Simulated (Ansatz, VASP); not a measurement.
# Si4C in VASP and in Ansatz

Contents of INCAR:

```
ALGO = Normal
EDIFF = 1E-7
EDIFFG = -0.01
ENCUT = 600
GGA = PE
IBRION = 2
ISIF = 3
ISMEAR = 0
LASPH = True
LCHARG = False
LREAL = False
LWAVE = False
NELM = 60
NSW = 100
PREC = Accurate
SIGMA = 0.1
```

KPOINTS

```
k-points
0
Gamma
  12 12 4
```

POSCAR

```
Si4C
1.0
    3.1947818339      0.0000000000      0.0000000000
   -1.5973909170      2.7667622277      0.0000000000
    0.0000000000      0.0000000000     16.1133246820
Si C
8 2
Direct
    0.3333333333      0.6666666667      0.0000000000
    0.3333333333      0.6666666667      0.1462637493
    0.3333333333      0.6666666667      0.3949997056
    0.3333333333      0.6666666667      0.6050002944
    0.3333333333      0.6666666667      0.8537362507
    0.6666666667      0.3333333333      0.3019061171
    0.6666666667      0.3333333333      0.5000000000
    0.6666666667      0.3333333333      0.6980938829
    0.6666666667      0.3333333333      0.1831924542
    0.6666666667      0.3333333333      0.8168075458
```

Input for Ansatz:

```yaml
crystal:
  lattice:
    - [3.1947818339, 0.0, 0.0]
    - [-1.597390917, 2.7667622277, 0.0]
    - [0.0, 0.0, 16.113324682]
  atoms:
    - { symbol: Si, position: [0.3333333333, 0.6666666667, 0.0] }
    - { symbol: Si, position: [0.3333333333, 0.6666666667, 0.1462637493] }
    - { symbol: Si, position: [0.3333333333, 0.6666666667, 0.3949997056] }
    - { symbol: Si, position: [0.3333333333, 0.6666666667, 0.6050002944] }
    - { symbol: Si, position: [0.3333333333, 0.6666666667, 0.8537362507] }
    - { symbol: Si, position: [0.6666666667, 0.3333333333, 0.3019061171] }
    - { symbol: Si, position: [0.6666666667, 0.3333333333, 0.5] }
    - { symbol: Si, position: [0.6666666667, 0.3333333333, 0.6980938829] }
    - { symbol: C, position: [0.6666666667, 0.3333333333, 0.1831924542] }
    - { symbol: C, position: [0.6666666667, 0.3333333333, 0.8168075458] }
basis:
  ecutwfc: 420
kpoints:
  mp_grid: { grid: [12, 12, 4] }
hamiltonian:
  xc: pbe
scf:
  occupations: { method: gaussian, width: 0.1 }
output:
  forces: true
  stress: true
  eigenvalues: true
relax:
  adjacent_minimum: "off"
  f_tol: 0.01
  max_steps: 80
  cell: { stress_tol: 0.05 }
```

Alike in both runs: task relaxation of cell and atoms; functional PBE; k mesh 12 × 12 × 4; occupations gaussian, width 0.1 eV; no spin polarisation.

```csv
,VASP,Ansatz
version,VASP 6.6.1,Ansatz 0.2.0
potentials or method,"VASP PAW PBE potentials, release 64 (Si, C), cutoff 600 eV","scalar-relativistic, plane waves, PAW"
valence electrons in the cell,40,40
```

|  | VASP | Ansatz | Ansatz less VASP |
| --- | --- | --- | --- |
| gap on the k mesh at the Fermi level, each at its own relaxed structure (eV) | none | none | - |
| relaxed volume (Å³/atom) | 14.23 | 14.24 | +0.017 |
| relaxed cell length with the largest relative difference (Å) | 16.103 | 16.113 | +0.0100 |

A gap of «none» marks a metal or a gap that the smearing closes.
